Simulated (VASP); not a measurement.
# LiF in VASP: further runs, part 2 of 2

VASP 6.6.1.

## (3) Relaxation of cell and atoms, PBEsol

This run uses another cell than the first one, of 4.78 Å³/atom.

Input file INCAR:

```
PREC = Accurate
ENCUT = 600
EDIFF = 1E-6
ISMEAR = -1
SIGMA = 0.03
LREAL = False
LASPH = True
NELM = 100
ALGO = Normal
ISIF = 3
LWAVE = False
LCHARG = False
GGA = PS
IBRION = 2
NSW = 100
EDIFFG = -0.01
```

Input file KPOINTS:

```
Automatic mesh
0
Gamma
  9 9 6
```

Input file POSCAR:

```
LiF
1.0
    2.3837460000      0.0000000000      0.0000000000
   -1.1918730000      2.0643845922      0.0000000000
    0.0000000000      0.0000000000      3.8855059800
Li F
2 2
Direct
    0.0000000000      0.0000000000      0.0000000000
    0.0000000000      0.0000000000      0.5000000000
    0.3333333333      0.6666666667      0.2500000000
    0.6666666667      0.3333333333      0.7500000000
```

Potentials or basis: VASP PAW PBE potentials, release 64 (Li_sv, F).

Started as:

```sh
$ cat potpaw_PBE.64/Li_sv/POTCAR potpaw_PBE.64/F/POTCAR > POTCAR
$ mpirun -np 1 vasp_std > vasp.out
```

OUTCAR:

```text
PREC = Accurate
   ENCUT = 600
   EDIFF = 1E-6
   ISMEAR = -1
   LREAL = False
   LASPH = True
   NELM = 100
   ISIF = 3
   GGA = PS
   IBRION = 2
   NSW = 100
   EDIFFG = -0.01

 ion  position               nearest neighbor table
   1  0.000  0.000  0.000-   3 1.68   4 1.68   4 1.68   3 1.68   4 1.68   3 1.68   2 1.94   2 1.94

   2  0.000  0.000  0.500-   3 1.68   4 1.68   4 1.68   3 1.68   4 1.68   3 1.68   1 1.94   1 1.94

   3  0.333  0.667  0.250-   1 1.68   2 1.68   1 1.68   2 1.68   1 1.68   2 1.68
   4  0.667  0.333  0.750-   1 1.68   2 1.68   1 1.68   2 1.68   1 1.68   2 1.68

  LATTYP: Found a hexagonal cell.
 ALAT       =     2.3837460000
 C/A-ratio  =     1.6300000000

  Lattice vectors:

 A1 = (   2.3837460000,   0.0000000000,   0.0000000000)
 A2 = (  -1.1918730000,   2.0643845922,   0.0000000000)
[... 358 lines left out ...]
      5      -3.4395      2.00000
      6      -0.8179      2.00000
      7      -0.7867      2.00000
      8      -0.7867      2.00000
      9      -0.5873      2.00000
     10      -0.5873      2.00000
     11       9.0735      0.00000
     12      10.3021      0.00000
     13      16.6249      0.00000
     14      19.6761      0.00000
[... 377 lines left out ...]
      1     -40.8273      2.00000
      2     -40.7377      2.00000
      3     -19.9809      2.00000
      4     -19.9809      2.00000
      5      -2.9777      2.00000
      6      -2.9777      2.00000
      7      -2.5139      2.00000
      8      -2.4481      2.00000
      9      -1.6762      2.00000
     10      -1.6762      2.00000
     11      13.3246      0.00000
     12      13.3246      0.00000
     13      15.2506      0.00000
     14      15.2507      0.00000

 [... further k-points ...]

------------------------ aborting loop because EDIFF is reached ----------------------------------------

  FORCE on cell =-STRESS in cart. coord.  units (eV):
  Direction    XX          YY          ZZ          XY          YZ          ZX
  --------------------------------------------------------------------------------------
  -------------------------------------------------------------------------------------
  Total       -0.0228462     -0.0228462     -0.0291318      0.0000000      0.0000000      0.0000000
  in kB       -1.2023976     -1.2023976     -1.5332110      0.0000000      0.0000000      0.0000000
  external PRESSURE =      -1.3126688 kB  Pullay stress =       0.0000000 kB
[... 19 lines left out ...]
  FREE ENERGIE OF THE ION-ELECTRON SYSTEM (eV)
  ---------------------------------------------------
  free  energy   TOTEN  =       -19.3626073880 eV

  energy  without entropy=      -19.3626073880  energy(sigma->0) =      -19.36260739

 reached required accuracy - stopping structural energy minimisation
```

CONTCAR:

```text
LiF
   1.00000000000000
     2.7438228235719140    0.0000000000000000    0.0000000000000000
    -1.3719114117859570    2.3762202687409117   -0.0000000000000000
     0.0000000000000000    0.0000000000000000    4.6691075105874313
  Li              F
     2     2
Direct
     0.0000000000000000    0.0000000000000000    0.0000000000000000
     0.0000000000000000    1.0000000000000000    0.5000000000000000
     0.3333333332999970    0.6666666667000030    0.2500000000000000
     0.6666666667000030    0.3333333332999970    0.7500000000000000

  0.00000000E+00  0.00000000E+00  0.00000000E+00
  0.00000000E+00  0.00000000E+00  0.00000000E+00
  0.00000000E+00  0.00000000E+00  0.00000000E+00
  0.00000000E+00  0.00000000E+00  0.00000000E+00
```

It took 62 s on 1 thread of AMD EPYC 7R43 (Zen 3), shared host; peak memory 0.1 GiB.

What came out:

```
Free energy                           : -19.3626 eV
Relaxed volume                        : 7.61 Å³/atom
Relaxed cell                          : a = 2.744 Å, b = 2.744 Å, c = 4.669 Å, α = 90.00°, β = 90.00°, γ = 120.00°
Space group after relaxing (to 0.1 Å) : P6_3/mmc (No. 194)
Energy gained by relaxing             : 743.0 meV/atom
Ionic steps                           : 5
Pressure after relaxing               : -0.1 GPa
Band gap on the k mesh                : 9.66 eV
```

The path:
```csv
step,energy change (eV),largest force (eV/Å),pressure (GPa),volume (Å³)
1,0.0000,0.0000,116.82,19.12
2,-2.9675,0.0000,-0.13,30.47
3,-2.9675,0.0000,-0.17,30.49
4,-2.9714,0.0000,-0.16,30.46
5,-2.9721,0.0000,-0.13,30.44
```

Final structure:
```
Li F
1.0
     2.74382    0.00000    0.00000
    -1.37191    2.37622    0.00000
     0.00000    0.00000    4.66911
Li F
2 2
Direct
  0.00000 0.00000 0.00000
  0.00000 0.00000 0.50000
  0.33333 0.66667 0.25000
  0.66667 0.33333 0.75000
```

Levels at points of the mesh, in eV from the valence-band top:
| k point | band 7 | band 8 | band 9 | band 10 | band 11 | band 12 | band 13 | band 14 |
| --- | --- | --- | --- | --- | --- | --- | --- | --- |
| (0.00, 0.00, 0.00) | -0.20 | -0.20 | 0.00 | 0.00 | 9.66 | 10.89 | 17.21 | 20.26 |
| (0.00, 0.00, 0.50) | -0.10 | -0.10 | -0.10 | -0.10 | 10.79 | 10.79 | 17.68 | 17.68 |

Caveat: the cutoff is under 1.25 times the usual one of these potentials, so pressure, stress and relaxed cells hold a basis-set (Pulay) error; the volume moved by over 15 % at a fixed basis, so the end points are rough; the PAW data sets were made with another functional, which shifts forces and pressure a little; an odd mesh through Γ misses points on the zone boundary, where band edges can lie.

## (4) Single point, PBEsol

This run uses another cell than the first one: it holds 8 atoms, not 4.

Input file INCAR:

```
PREC     = Accurate       # precision mode
ENCUT    = 520            # plane-wave cutoff, eV
EDIFF    = 1E-6           # SCF threshold, eV
ISMEAR   = -1             # smearing method
SIGMA    = 0.05           # smearing width, eV
LREAL    = False          # projectors in reciprocal space
LASPH    = True           # aspherical terms in the spheres
NELM     = 100            # most SCF steps
ALGO     = Normal         # electronic algorithm
ISIF     = 2              # what is computed and relaxed
LWAVE    = False          # write WAVECAR
LCHARG   = True           # write CHGCAR
GGA      = PS             # functional
LELF     = True           # ELF
LVHAR    = True         
NBANDS   = 30             # bands
```

Input file KPOINTS:

```
regular mesh
0
Gamma
  8 8 4
```

Input file POSCAR:

```
LiF
1.0
    2.7865280889     -0.0002450380     -0.0005293011
   -2.7869523183      4.8274515279      0.0007388139
   -0.0009161158      0.0002021125      4.8105204985
Li F
4 4
Direct
    0.0040545844     -0.0049817663      0.0004498475
    0.0040192952     -0.0050205193      0.5004465262
    0.0040787628      0.4950188906      0.0004440008
    0.0039875199      0.4949743029      0.5004475056
    0.3373878759      0.3283392546      0.2504489150
    0.6706902710      0.1616568240      0.7504535180
    0.3373905174      0.8283400401      0.2504492312
    0.6706952839      0.6616602180      0.7504527155
```

Started as:

```sh
$ cat potpaw_PBE.64/Li_sv/POTCAR potpaw_PBE.64/F/POTCAR > POTCAR
$ mpirun -np 1 vasp_std > vasp.out
```

Wall time 7 min (1 thread of AMD EPYC 7R43 (Zen 3), shared host); peak memory 0.26 GiB.

It converged, with:

```
Free energy            : -39.0594 eV
Band gap on the k mesh : 8.91 eV
```

Levels at points of the mesh, in eV from the valence-band top:
```tsv
k point	band 18	band 19	band 20	band 21	band 22	band 23
(0.00, 0.00, 0.00)	-0.17	0.00	0.00	8.91	10.58	10.95
(0.50, 0.00, 0.00)	-0.70	-0.30	-0.30	10.94	10.95	14.79
(0.00, 0.50, 0.00)	-0.41	-0.12	-0.12	10.07	10.07	12.83
(0.50, 0.50, 0.00)	-1.09	-0.80	-0.80	11.81	11.81	15.12
(0.00, 0.00, 0.50)	-0.09	-0.09	-0.09	10.20	10.20	12.43
(0.50, 0.00, 0.50)	-0.64	-0.64	-0.64	12.43	12.43	12.43
(0.00, 0.50, 0.50)	-0.37	-0.37	-0.37	11.69	11.69	11.69
(0.50, 0.50, 0.50)	-0.59	-0.59	-0.59	12.84	12.84	12.84
```

Caveat: the cutoff is under 1.25 times the usual one of these potentials, so pressure, stress and relaxed cells hold a basis-set (Pulay) error; the PAW data sets were made with another functional, which shifts forces and pressure a little.

## (5) Summary

| task | cell | k mesh | cutoff (eV) | smearing | gap on the mesh (eV) |
| --- | --- | --- | --- | --- | --- |
| single point | a = 2.787, b = 2.787, c = 4.810 Å, angles 90.0, 90.0, 120.0°, 4 atoms, atomic positions A | 9 × 9 × 6 | 520 | fermi-dirac 0.03 eV | 8.91 |
| relaxation of cell and atoms | relaxed from a = 2.384, b = 2.384, c = 3.886 Å, angles 90.0, 90.0, 120.0°, 4 atoms, atomic positions A | 9 × 9 × 6 | 600 | fermi-dirac 0.03 eV | 9.66 |
| single point | a = 2.787, b = 5.574, c = 4.811 Å, angles 90.0, 90.0, 120.0°, 8 atoms, atomic positions B | 8 × 8 × 4 | 520 | fermi-dirac 0.05 eV | 8.91 |

Alike in all rows: level PBEsol; potentials or basis VASP PAW PBE potentials, release 64 (Li_sv, F); no spin polarisation.

Caveats: the cutoff is under 1.25 times the usual one of these potentials, so pressure, stress and relaxed cells hold a basis-set (Pulay) error; the PAW data sets were made with another functional, which shifts forces and pressure a little; an odd mesh through Γ misses points on the zone boundary, where band edges can lie (at least some runs); the volume moved by over 15 % at a fixed basis, so the end points are rough (at least some runs).

Total energies depend on the potentials used, so only differences within one code and one set of settings carry meaning.
